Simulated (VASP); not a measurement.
The system is KMgF3.

```
K Mg F
1.0
     3.98590    0.00000    0.00000
     0.00000    3.98590    0.00000
     0.00000    0.00000    3.98590
K Mg F
1 1 3
Direct
  0.50000 0.50000 0.50000
  0.00000 0.00000 0.00000
  0.50000 0.00000 0.00000
  0.00000 0.50000 0.00000
  0.00000 0.00000 0.50000
```

```yaml
Program: VASP 6.6.1
Task: relaxation of cell and atoms
Functional: PBE
Dispersion: D4
Potentials_or_basis: VASP PAW PBE potentials, release 64 (K_sv, Mg, F)
Cutoff: 600 eV
k_mesh: 6 × 6 × 6
Occupations: gaussian, width 0.01 eV
Spin: no spin polarisation
```

At the start: pressure 2.2 GPa; volume 12.67 Å³/atom.

**Question.** Where does the relaxation end?

**Answer.** Over 3 steps the energy falls by 2.5 meV/atom and the volume is 13.04 Å³/atom (+3.0 %); space group Pm-3m (No. 221, to 0.1 Å) before and after.

The path:
| step | energy change (eV) | largest force (eV/Å) | pressure (GPa) | volume (Å³) |
| --- | --- | --- | --- | --- |
| 1 | 0.0000 | 0.0000 | 2.16 | 63.33 |
| 2 | -0.0120 | 0.0000 | 0.31 | 64.91 |
| 3 | -0.0123 | 0.0000 | -0.01 | 65.21 |

Final structure:
```
CELL_PARAMETERS angstrom
4.02502 0.00000 0.00000
0.00000 4.02502 0.00000
0.00000 0.00000 4.02502
ATOMIC_POSITIONS crystal
K 0.50000 0.50000 0.50000
Mg 0.00000 0.00000 0.00000
F 0.50000 0.00000 0.00000
F 0.00000 0.50000 0.00000
F 0.00000 0.00000 0.50000
```
